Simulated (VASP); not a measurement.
Wanted: the native input for a VASP 6.6.1 run.

```yaml
Task: single point
Functional: PBE
Potentials_or_basis: VASP PAW PBE potentials, release 64 (Ag)
Cutoff: 520 eV
k_mesh: 16 × 16 × 12
Occupations: gaussian, width 0.15 eV
Spin: no spin polarisation
Dipole_correction: no
Further_INCAR_settings: ALGO = Fast; EDIFF = 1e-07; NBANDS = 18
```

The structure of Ag lies in POSCAR:

```
Ag
1.0
    0.0000000000     -2.0431000000     -2.0431000000
    0.0000000000      2.0431000000     -2.0431000000
    4.0862000000      0.0000000000      0.0000000000
Ag
2
Direct
    0.5000000000      0.5000000000      0.5000000000
    0.0000000000      0.0000000000      0.0000000000
```

One way to write it, as run:

INCAR

```
SYSTEM = Ag
PREC = Accurate
ENCUT = 520
EDIFF = 1E-7
ISMEAR = 0
SIGMA = 0.15
LREAL = .False.
LASPH = .True.
NELM = 60
ALGO = Fast
ISIF = 2
LWAVE = .False.
LCHARG = .False.
GGA = PE
NBANDS = 18
```

KPOINTS

```
Automatic mesh
0
Gamma
  16 16 12
  0 0 0
```

Potentials or basis: VASP PAW PBE potentials, release 64 (Ag).

Launch:

```sh
$ cat potpaw_PBE.64/Ag/POTCAR > POTCAR
$ mpirun -np 1 vasp_std > vasp.out
```

Results of the run:

* Pressure: 4.6 GPa
* Band gap on the k mesh: zero (band 11 reaches 14.38 eV, above the bottom of band 12 at 5.02 eV)

Wall time 4.6 min on 1 thread of AMD EPYC 7R13, on a shared host, peak memory 0.24 GiB.
